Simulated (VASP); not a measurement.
Write the native input for VASP 6.6.1 that does the following.

```yaml
Task: single point
Functional: PBEsol
Potentials_or_basis: VASP PAW PBE potentials, release 64 (Ga_d, N)
Cutoff: 520 eV
k_mesh: 7 × 7 × 7
Occupations: gaussian, width 0.01 eV
Spin: no spin polarisation
Dipole_correction: no
Further_INCAR_settings: ALGO = Normal; EDIFF = 1e-07; NBANDS = 16
```

The structure of GaN lies in POSCAR:

```
GaN
1.0
    0.0000000000      2.2488559416      2.2488559416
    2.2488559416      0.0000000000      2.2488559416
    2.2488559416      2.2488559416      0.0000000000
Ga N
1 1
Direct
    0.0000000000      0.0000000000      0.0000000000
    0.7500000000      0.7500000000      0.7500000000
```

These files were run (other wordings do the same):

INCAR

```
SYSTEM = GaN
PREC = Accurate
ENCUT = 520
EDIFF = 1E-7
ISMEAR = 0
SIGMA = 0.01
LREAL = .False.
LASPH = .True.
NELM = 60
ALGO = Normal
ISIF = 2
LWAVE = .False.
LCHARG = .False.
GGA = PS
NBANDS = 16
```

KPOINTS

```
regular mesh
0
Gamma
  7 7 7
  0 0 0
```

Potentials or basis: VASP PAW PBE potentials, release 64 (Ga_d, N).

Launch:

```sh
$ cat potpaw_PBE.64/Ga_d/POTCAR potpaw_PBE.64/N/POTCAR > POTCAR
$ mpirun -np 1 vasp_std > vasp.out
```

It gave:

- Pressure: -0.2 GPa
- Band gap on the k mesh: 1.72 eV, direct

Caveat: the PAW data sets were made with another functional, which shifts forces and pressure a little.

Wall time 7.2 s on 1 thread of Intel(R) Xeon(R) Platinum 8259CL CPU @ 2.50GHz (Skylake/Cascade Lake), with other jobs on the host, peak memory 0.14 GiB.
